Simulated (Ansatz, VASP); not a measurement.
## NaI: VASP beside Ansatz

INCAR

```
  ALGO = Normal
  EDIFF = 1E-6
  ENCUT = 500
  GGA = PS
  GGA_COMPAT = F
  ISIF = 2
  ISMEAR = 0
  LASPH = T
  LCHARG = F
  LREAL = F
  LWAVE = F
  NBANDS = 14
  NELM = 120
  PREC = Accurate
  SIGMA = 0.01
```

File KPOINTS:

```
k-points
0
Gamma
  6 6 6
```

POSCAR

```
NaI
1.0
    0.0000000000      3.2296282834      3.2296282834
    3.2296282834      0.0000000000      3.2296282834
    3.2296282834      3.2296282834      0.0000000000
Na I
1 1
Direct
    0.0000000000      0.0000000000      0.0000000000
    0.5000000000      0.5000000000      0.5000000000
```

Input for Ansatz:

```yaml
crystal:
  lattice:
    - [0.0, 3.2296282834, 3.2296282834]
    - [3.2296282834, 0.0, 3.2296282834]
    - [3.2296282834, 3.2296282834, 0.0]
  atoms:
    - { symbol: Na, position: [0.0, 0.0, 0.0] }
    - { symbol: I, position: [0.5, 0.5, 0.5] }
kpoints:
  mp_grid: { grid: [6, 6, 6] }
hamiltonian:
  xc: pbesol
scf:
  occupations: { method: fixed }
  n_extra_bands: 4
  mixing: { preconditioner: kerker }
output:
  forces: true
  stress: true
  eigenvalues: true
```

Alike in both runs: task single point; functional PBEsol; k mesh 6 × 6 × 6; no spin polarisation.

```csv
,VASP,Ansatz
version,VASP 6.6.1,Ansatz 0.2.0
potentials or method,"VASP PAW PBE potentials, release 64 (Na_pv, I)",plane waves
plane-wave cutoff (eV),500,420
occupations,"gaussian, width 0.01 eV",fixed
valence electrons in the cell,14,26
```

Ansatz gave:

- gap on the k mesh at the Fermi level (eV): 3.53
- pressure (GPa): -0.4

Q: Estimate VASP's values.

A: gap on the k mesh at the Fermi level (eV): 3.52; pressure (GPa): -0.4.

VASP's potentials were made for PBE, not for PBEsol. VASP's potentials hold 14 valence electrons a cell and Ansatz's 26, so a difference there can come from the potentials and not from the codes.

Neither program's run includes spin-orbit coupling.
